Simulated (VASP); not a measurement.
Here is a VASP 6.6.1 calculation.

The input POSCAR:

```
Ta2N
1.0
    3.1128615060      0.0000000000      0.0000000000
   -1.5564307530      2.6958171426      0.0000000000
    0.0000000000      0.0000000000      4.8698410000
Ta N
2 1
Direct
    0.3333333333      0.6666666667      0.2547110000
    0.6666666667      0.3333333333      0.7452890000
    0.0000000000      0.0000000000      0.0000000000
```

Contents of INCAR.step1:

```
SYSTEM = Ta2N
PREC = Accurate ; ENCUT = 520
ISMEAR = -1 ; SIGMA = 0.05
LREAL = .FALSE. ; LASPH = .TRUE.
NELM = 150 ; LMAXMIX = 4
LDAU = .TRUE. ; LDAUTYPE = 2
LDAUL = 2 -1 ; LDAUU = 8 0
LDAUJ = 0 0 ; NBANDS = 20
GGA = PE ; ALGO = Normal
EDIFF = 1E-4 ; LWAVE = .TRUE.
LCHARG = .FALSE.
```

INCAR.step2

```
SYSTEM = Ta2N
PREC = Accurate ; ENCUT = 520
EDIFF = 1E-7 ; ISMEAR = -1
SIGMA = 0.05 ; LREAL = .FALSE.
LASPH = .TRUE. ; NELM = 150
ALGO = Normal ; ISIF = 2
LWAVE = .FALSE. ; LCHARG = .TRUE.
LMAXMIX = 4 ; LDAU = .TRUE.
LDAUTYPE = 2 ; LDAUL = 2 -1
LDAUU = 8 0 ; LDAUJ = 0 0
LDAUPRINT = 1 ; METAGGA = R2SCAN
LMIXTAU = .TRUE. ; LELF = .TRUE.
LVHAR = .TRUE. ; NBANDS = 20
ISTART = 1
```

File KPOINTS:

```
Automatic mesh
0
G
  10 10 6
  0 0 0
```

Potentials or basis: VASP PAW PBE potentials, release 64 (Ta_pv, N).

Launch:

```console
$ cat potpaw_PBE.64/Ta_pv/POTCAR potpaw_PBE.64/N/POTCAR > POTCAR
$ cp INCAR.step1 INCAR
$ mpirun -np 1 vasp_std > vasp.out
$ cp INCAR.step2 INCAR
$ mpirun -np 1 vasp_std > vasp.out
```

(1) Estimate the band gap on the k mesh.

(2) Estimate the largest force.

(3) Estimate the pressure.

## Answers

(1) zero (an odd number of electrons rules out a gap without spin polarisation).

(2) 1.150 eV/Å.

(3) 19.8 GPa.

Caveat: the cell stands under pressure; the PAW data sets were made with another functional, which shifts forces and pressure a little; spin-orbit coupling is left out, which moves the levels of the heavy elements; U without spin polarisation on a metal has little footing.
